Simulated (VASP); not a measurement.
# LiTa12 in VASP: single point with PBE

Aim: the single point of LiTa12 with PBE.

All numbers are computed with VASP 6.6.1; they aren't measurements. Logs are shortened: lines on timing, memory, paths and dates and some standing lists are left out, and cuts for length are marked.

### Step 1. The cell of the first run

The cell holds a slab with vacuum, 13 atoms: a = 5.749 Å, b = 5.749 Å, c = 20.027 Å, α = 90.00°, β = 90.00°, γ = 109.47°.

### Step 2. Single point, PBE

Input file INCAR:

```
SYSTEM = LiTa12
  PREC = Accurate
  ENCUT = 520
  EDIFF = 1E-7
  ISMEAR = 0
  SIGMA = 0.1
  LREAL = .False.
  LASPH = .True.
  NELM = 80
  ALGO = Normal
  ISIF = 2
  LWAVE = .False.
  LCHARG = .False.
  LDIPOL = .True.
  IDIPOL = 3
  DIPOL = 0.5 0.5 0.331
  GGA = PE
  NBANDS = 80
```

Input file KPOINTS:

```
Automatic mesh
0
Gamma
  5 5 1
  0 0 0
```

Input file POSCAR:

```
LiTa12
1.0
    5.7486197044      0.0000000000      0.0000000000
   -1.9162065681      5.4198506339      0.0000000000
    0.0000000000      0.0000000000     20.0266897310
Ta Li
12 1
Direct
    0.2500000000      0.2500000000      0.1997334584
    0.2500000000      0.7500000000      0.1997334584
    0.7500000000      0.2500000000      0.1997334584
    0.7500000000      0.7500000000      0.1997334584
    0.0000000000      0.0000000000      0.3127671385
    0.0000000000      0.5000000000      0.3127671385
    0.5000000000      0.0000000000      0.3127671385
    0.5000000000      0.5000000000      0.3127671385
    0.2500000000      0.2500000000      0.4257663071
    0.2500000000      0.7500000000      0.4257663071
    0.7500000000      0.2500000000      0.4257663071
    0.7500000000      0.7500000000      0.4257663071
    0.5000000000      0.5000000000      0.5466177279
```

Potentials or basis: VASP PAW PBE potentials, release 64 (Ta_pv, Li_sv).

The run is started by

```sh
> cat potpaw_PBE.64/Ta_pv/POTCAR potpaw_PBE.64/Li_sv/POTCAR > POTCAR
> mpirun -np 1 vasp_std > vasp.out
```

OUTCAR:

```text
SYSTEM = LiTa12
   PREC = Accurate
   ENCUT = 520
   EDIFF = 1E-7
   ISMEAR = 0
   LREAL = .False.
   LASPH = .True.
   NELM = 80
   ISIF = 2
   GGA = PE

 ion  position               nearest neighbor table
   1  0.250  0.250  0.200-   5 2.81   8 2.81   2 2.87   2 2.87   3 2.87   3 2.87   7 3.26   6 3.26
                             4 3.32   4 3.32
   2  0.250  0.750  0.200-   6 2.81   7 2.81   1 2.87   1 2.87   4 2.87   4 2.87   5 3.26   8 3.26
                             3 3.32   3 3.32
   3  0.750  0.250  0.200-   6 2.81   7 2.81   4 2.87   4 2.87   1 2.87   1 2.87   5 3.26   8 3.26
                             2 3.32   2 3.32
   4  0.750  0.750  0.200-   5 2.81   8 2.81   3 2.87   3 2.87   2 2.87   2 2.87   7 3.26   6 3.26
                             1 3.32   1 3.32
   5  0.000  0.000  0.313-   9 2.81  12 2.81   1 2.81   4 2.81   6 2.87   6 2.87   7 2.87   7 2.87
                            11 3.26  10 3.26   3 3.26   2 3.26   8 3.32   8 3.32
   6  0.000  0.500  0.313-  10 2.81  11 2.81   2 2.81   3 2.81   5 2.87   5 2.87   8 2.87   8 2.87
                             9 3.26  12 3.26   1 3.26   4 3.26   7 3.32   7 3.32
   7  0.500  0.000  0.313-  10 2.81  11 2.81   2 2.81   3 2.81   8 2.87   8 2.87   5 2.87   5 2.87
                             9 3.26  12 3.26   1 3.26   4 3.26   6 3.32   6 3.32
   8  0.500  0.500  0.313-   9 2.81  12 2.81   1 2.81   4 2.81   7 2.87   7 2.87   6 2.87   6 2.87
                            11 3.26  10 3.26   3 3.26   2 3.26   5 3.32   5 3.32
   9  0.250  0.250  0.426-   5 2.81   8 2.81  10 2.87  10 2.87  11 2.87  11 2.87  13 2.93   6 3.26
                             7 3.26  12 3.32  12 3.32
  10  0.250  0.750  0.426-   6 2.81   7 2.81   9 2.87   9 2.87  12 2.87  12 2.87   5 3.26   8 3.26
                            11 3.32  11 3.32
  11  0.750  0.250  0.426-   6 2.81   7 2.81  12 2.87  12 2.87   9 2.87   9 2.87   5 3.26   8 3.26
                            10 3.32  10 3.32
  12  0.750  0.750  0.426-   5 2.81   8 2.81  11 2.87  11 2.87  10 2.87  10 2.87  13 2.93   6 3.26
                             7 3.26   9 3.32   9 3.32
  13  0.500  0.500  0.547-   9 2.93  12 2.93

  LATTYP: Found a base centered orthorhombic cell.
 ALAT       =     6.6379342676
 B/A-ratio  =     1.4142135624
 C/A-ratio  =     3.0170063341

  Lattice vectors:

 A1 = (   5.7486197044,   0.0000000000,   0.0000000000)
 A2 = (  -1.9162065681,   5.4198506339,   0.0000000000)
 A3 = (   0.0000000000,   0.0000000000,  20.0266897310)

Analysis of symmetry for initial positions (statically):
=====================================================================
 Subroutine PRICEL returns:
 Original cell was already a primitive cell.

 Routine SETGRP: Setting up the symmetry group for a
 base centered orthorhombic supercell.

 Subroutine GETGRP returns: Found  4 space group operations
 (whereof  4 operations were pure point group operations)
 out of a pool of  8 trial point group operations.

The static configuration has the point symmetry C_2v.

Analysis of symmetry for dynamics (positions and initial velocities):
=====================================================================
 Subroutine PRICEL returns:
 Original cell was already a primitive cell.

 Routine SETGRP: Setting up the symmetry group for a
 base centered orthorhombic supercell.

 Subroutine GETGRP returns: Found  4 space group operations
 (whereof  4 operations were pure point group operations)
 out of a pool of  8 trial point group operations.

The dynamic configuration has the point symmetry C_2v.

 Subroutine INISYM returns: Found  4 space group operations
 (whereof  4 operations are pure point group operations),
 and found     1 'primitive' translations

----------------------------------------------------------------------------------------

                                     Primitive cell

  volume of cell :     623.9648

  direct lattice vectors                    reciprocal lattice vectors
     5.748619704  0.000000000  0.000000000     0.173954802  0.061502310  0.000000000
    -1.916206568  5.419850634  0.000000000     0.000000000  0.184506930  0.000000000
     0.000000000  0.000000000 20.026689731     0.000000000  0.000000000  0.049933365

  length of vectors
     5.748619704  5.748619704 20.026689731     0.184506930  0.184506930  0.049933365

  position of ions in fractional coordinates (direct lattice)
     0.250000000  0.250000000  0.199733458
     0.250000000  0.750000000  0.199733458
     0.750000000  0.250000000  0.199733458
[... 54 lines left out ...]
            Coordinates               Weight
  0.000000  0.000000  0.000000      1.000000
  0.200000  0.000000  0.000000      4.000000
  0.400000  0.000000  0.000000      4.000000
  0.200000  0.200000  0.000000      2.000000
  0.400000  0.200000  0.000000      4.000000
 -0.400000  0.200000  0.000000      4.000000
 -0.200000  0.200000  0.000000      2.000000
  0.400000  0.400000  0.000000      2.000000
 -0.400000  0.400000  0.000000      2.000000
   k-points           NKPTS =      9   k-points in BZ     NKDIM =      9   number of bands    NBANDS=     80
   number of dos      NEDOS =    301   number of ions     NIONS =     13
   total plane-waves  NPLWV = 345600
   dimension x,y,z NGX =    48 NGY =   48 NGZ =  150
   dimension x,y,z NGXF=    96 NGYF=   96 NGZF=  300
   ions per type =              12   1
   NGX,Y,Z   is equivalent  to a cutoff of  13.88, 13.88, 12.45 a.u.
   NGXF,Y,Z  is equivalent  to a cutoff of  27.76, 27.76, 24.90 a.u.
 SYSTEM =  LiTa12
   PREC   = accura    normal or accurate (medium, high low for compatibility)
   ISTART =      0    job   : 0-new  1-cont  2-samecut
   ICHARG =      2    charge: 1-file 2-atom 10-const
   ISPIN  =      1    spin polarized calculation?
   LNONCOLLINEAR =      F non collinear calculations
   LSORBIT =      F    spin-orbit coupling
   LASPH  =      T    aspherical Exc in radial PAW
   ENCUT  =  520.0 eV  38.22 Ry    6.18 a.u.  10.69 10.69 37.24*2*pi/ulx,y,z
   NELM   =     80;   NELMIN=  2; NELMDL= -5     # of ELM steps
   EDIFF  = 0.1E-06   stopping-criterion for ELM
   LREAL  =      F    real-space projection
   EDIFFG = 0.1E-05   stopping-criterion for IOM
   NSW    =      0    number of steps for IOM
   IBRION =     -1    ionic relax: 0-MD 1-quasi-New 2-CG
   NFREE  =      0    steps in history (QN), initial steepest desc. (CG)
   ISIF   =      2    stress and relaxation
   ISYM   =      2    0-nonsym 1-usesym 2-fastsym
   POTIM  = 0.5000    time-step for ionic-motion
   TEBEG  =    0.0;   TEEND  =   0.0 temperature during run
   PSTRESS=    0.0 pullay stress
   NELECT =     135.0000    total number of electrons
   NUPDOWN=      -1.0000    fix difference up-down
   EMIN   =  10.00;   EMAX   =-10.00  energy-range for DOS
   EFERMI =   0.00;   METHOD = LEGACY
   ISMEAR =     0;   SIGMA  =   0.10  broadening in eV -4-tet -1-fermi 0-gaus
   EFERMI_NEDOS =   21; number of points for ismear=-14 and -15
   IALGO  =     38    algorithm
   IMIX   =      4    mixing-type and parameters
     AMIX     =   0.40;   BMIX     =  1.00
     AMIX_MAG =   1.60;   BMIX_MAG =  1.00
  volume/ion in A,a.u.               =      48.00       323.90
  Fermi-wavevector in a.u.,A,eV,Ry     =   0.982802  1.857227 13.141866  0.965900
  Thomas-Fermi vector in A             =   2.113912
   LORBIT       =      0    0 simple, 1 ext, 2 COOP (PROOUT), +10 PAW based schemes
   GGA     = PE    functional components
   LHFCALC =     F    Hartree Fock is set to
   AEXX    =    0.0000 exact exchange contribution
   IVDW    =     0    specifies the selected vdW correction
   LEPSILON=     F    determine dielectric tensor
   LRPA    =     F    only Hartree local field effects (RPA)
 non-spin polarized calculation
 Gauss-broadening in eV      SIGMA  =   0.10
  energy-cutoff  :      520.00
  volume of cell :      623.96
 maximum number of plane-waves:     16835
 NGX is ok and might be reduce to    48
   NGX = 21   NGY = 21   NGZ = 75

 dipolmoment           0.000000      0.000000      0.383732 electrons x Angstroem

 number of electron     134.9999983 magnetization

 dipolmoment           0.000000      0.000000     -0.401096 electrons x Angstroem

 Free energy of the ion-electron system (eV)
  ---------------------------------------------------
  ext. energy  EPLUGINS =         0.00000000
  ---------------------------------------------------
  free energy    TOTEN  =      -135.11635121 eV

  energy without entropy =     -135.02930311  energy(sigma->0) =     -135.07282716

 E-fermi :  -0.2112     XC(G=0):  -5.6890

 val. band max:       -0.2176594284   @ k =  -0.4000   0.2000   0.0000
 cond. band min:      -0.2056495204   @ k =  -0.4000   0.2000   0.0000
 fundamental gap:      0.0120099080
 Fermi energy:        -0.2111954568

 k-point     1 :       0.0000    0.0000    0.0000
  band No.  band energies     occupation
      1     -47.8018      2.00000
      2     -34.7590      2.00000
      3     -34.7468      2.00000
      4     -34.7440      2.00000
      5     -34.7295      2.00000
      6     -34.6862      2.00000
[... 727 lines left out ...]
     78       1.1548      0.00000
     79       1.2563      0.00000
 [bands above 79 left out]

------------------------ aborting loop because EDIFF is reached ----------------------------------------

 vacuum level on the upper side and lower side of the slab       (xc-potential included)        -1.382         0.943

  FORCE on cell =-STRESS in cart. coord.  units (eV):
  Direction    XX          YY          ZZ          XY          YZ          ZX
  --------------------------------------------------------------------------------------
  -------------------------------------------------------------------------------------
  Total      -13.0115934    -12.4673027      2.0959950      0.7697433      0.0000000      0.0000000
  in kB      -33.4103480    -32.0127528      5.3819637      1.9764982      0.0000000      0.0000000
  external PRESSURE =     -20.0137124 kB  Pullay stress =       0.0000000 kB

 VOLUME and BASIS-vectors are now :
 -----------------------------------------------------------------------------
  energy-cutoff  :      520.00
  volume of cell :      623.96
      direct lattice vectors                 reciprocal lattice vectors
     5.748619704  0.000000000  0.000000000     0.173954802  0.061502310  0.000000000
    -1.916206568  5.419850634  0.000000000     0.000000000  0.184506930  0.000000000
     0.000000000  0.000000000 20.026689731     0.000000000  0.000000000  0.049933365

 POSITION                                       TOTAL-FORCE (eV/Angst)
 -----------------------------------------------------------------------------------
      0.95810      1.35496      4.00000        -0.013801     -0.019517      0.003184
      0.00000      4.06489      4.00000         0.004850     -0.003430     -0.016960
      3.83241      1.35496      4.00000        -0.004850      0.003430     -0.016960
      2.87431      4.06489      4.00000         0.013801      0.019517      0.003184
      0.00000      0.00000      6.26369         0.000000      0.000000     -0.283341
     -0.95810      2.70993      6.26369         0.000000      0.000000     -0.225042
      2.87431      0.00000      6.26369         0.000000      0.000000     -0.225042
      1.91621      2.70993      6.26369         0.000000      0.000000     -0.172551
      0.95810      1.35496      8.52669         0.002950      0.004172      0.060611
      0.00000      4.06489      8.52669         0.099824     -0.070586      0.406331
      3.83241      1.35496      8.52669        -0.099824      0.070586      0.406331
      2.87431      4.06489      8.52669        -0.002950     -0.004172      0.060611
      1.91621      2.70993     10.94694         0.000000      0.000000     -0.000354
 -----------------------------------------------------------------------------------
    total drift:                               -0.000000     -0.000000     -0.000515

  FREE ENERGIE OF THE ION-ELECTRON SYSTEM (eV)
  ---------------------------------------------------
  free  energy   TOTEN  =      -135.1163512133 eV

  energy  without entropy=     -135.0293031053  energy(sigma->0) =     -135.07282716

 vacuum level on the upper side and lower side of the slab         1.994         4.387
```

Wall time 39 min (1 thread of Intel Xeon 8259CL, shared host); peak memory 0.9 GiB.

Results:

```
Free energy            : -135.1164 eV
Largest force          : 0.424 eV/Å
Band gap on the k mesh : zero (an odd number of electrons rules out a gap without spin polarisation)
```

Forces in eV/Å, atoms in the order of the input:
```
Ta  -0.014 -0.020  0.003
Ta   0.005 -0.003 -0.017
Ta  -0.005  0.003 -0.017
Ta   0.014  0.020  0.003
Ta   0.000  0.000 -0.283
Ta   0.000  0.000 -0.225
Ta   0.000  0.000 -0.225
Ta   0.000  0.000 -0.173
Ta   0.003  0.004  0.061
Ta   0.100 -0.071  0.406
Ta  -0.100  0.071  0.406
Ta  -0.003 -0.004  0.061
Li   0.000  0.000  0.000
```

Levels at points of the mesh, in eV from the Fermi level:
| k point | band 65 | band 66 | band 67 | band 68 | band 69 | band 70 |
| --- | --- | --- | --- | --- | --- | --- |
| (0.00, 0.00, 0.00) | 0.27 | 0.33 | 0.44 | 0.56 | 0.94 | 0.97 |

Caveat: the cutoff is under 1.25 times the usual one of these potentials, so pressure, stress and relaxed cells hold a basis-set (Pulay) error; spin-orbit coupling is left out, which moves the levels of the heavy elements.
